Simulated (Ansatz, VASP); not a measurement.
**Two plane-wave programs on Rb2Cd**

```
Rb Cd
1.0
     5.04574    0.00000    0.00000
     0.00000    5.04574    0.00000
     0.00000    0.00000    7.69880
Rb Cd
4 2
Cartesian
  0.0000 0.0000 0.0000
  2.5229 2.5229 0.0000
  0.0000 2.5229 2.0787
  2.5229 0.0000 5.6201
  0.0000 2.5229 5.3892
  2.5229 0.0000 2.3096
```

Alike in both runs: task single point; functional PBE; k mesh 4 × 4 × 4; occupations gaussian, width 0.1 eV; no spin polarisation.

```csv
,VASP,Ansatz
version,VASP 6.6.1,Ansatz 0.2.0
potentials or method,"VASP PAW PBE potentials, release 64 (Rb_sv, Cd), cutoff 520 eV","scalar-relativistic, plane waves, PAW"
valence electrons in the cell,60,76
```

|  | VASP | Ansatz | Ansatz less VASP |
| --- | --- | --- | --- |
| gap on the k mesh at the Fermi level (eV) | none | none | - |
| pressure (GPa) | 9.3 | 9.2 | -0.09 |
| traceless stress, the component that is largest in VASP (GPa) | -0.14 | -0.15 | -0.007 |
| rms of the force components (eV/Å) | 0.467 | 0.463 | -0.0035 |

Atom by atom the forces differ by 0.004 eV/Å (rms over components). A gap of «none» marks a metal or a gap that the smearing closes. VASP's potentials hold 60 valence electrons a cell and Ansatz's 76, so a difference there can come from the potentials and not from the codes.
